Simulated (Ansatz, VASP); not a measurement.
**Two plane-wave programs on TaRu2**

```
CELL_PARAMETERS angstrom
4.64235 0.00000 0.00000
-2.32117 4.02039 0.00000
0.00000 0.00000 2.66533
ATOMIC_POSITIONS crystal
Ta 0.00000 0.00000 0.00000
Ru 0.33333 0.66667 0.00000
Ru 0.66667 0.33333 0.00000
```

Alike in both runs: functional PBE; k mesh 12 × 12 × 18; occupations gaussian, width 0.1 eV; no spin polarisation.

Ansatz relaxed the structure, and its values are those at the end. VASP's run is a single point on that final structure, the one shown.

|  | VASP | Ansatz |
| --- | --- | --- |
| version | VASP 6.6.1 | Ansatz 0.2.0 |
| potentials or method | VASP PAW PBE potentials, release 64 (Ta_pv, Ru_pv), cutoff 520 eV | scalar-relativistic, plane waves, PAW |
| valence electrons in the cell | 39 | 45 |

Ansatz gave:

* gap on the k mesh at the Fermi level (eV): none
* pressure (GPa): 0.0

**Question.** What did VASP give for the same quantities?

**Answer.** gap on the k mesh at the Fermi level (eV): none; pressure (GPa): 0.1.

A gap of «none» marks a metal or a gap that the smearing closes. The functional is the same, so the differences come from potentials, cutoffs and numerics. VASP's potentials hold 39 valence electrons a cell and Ansatz's 45, so a difference there can come from the potentials and not from the codes.

Spin-orbit coupling is off throughout.
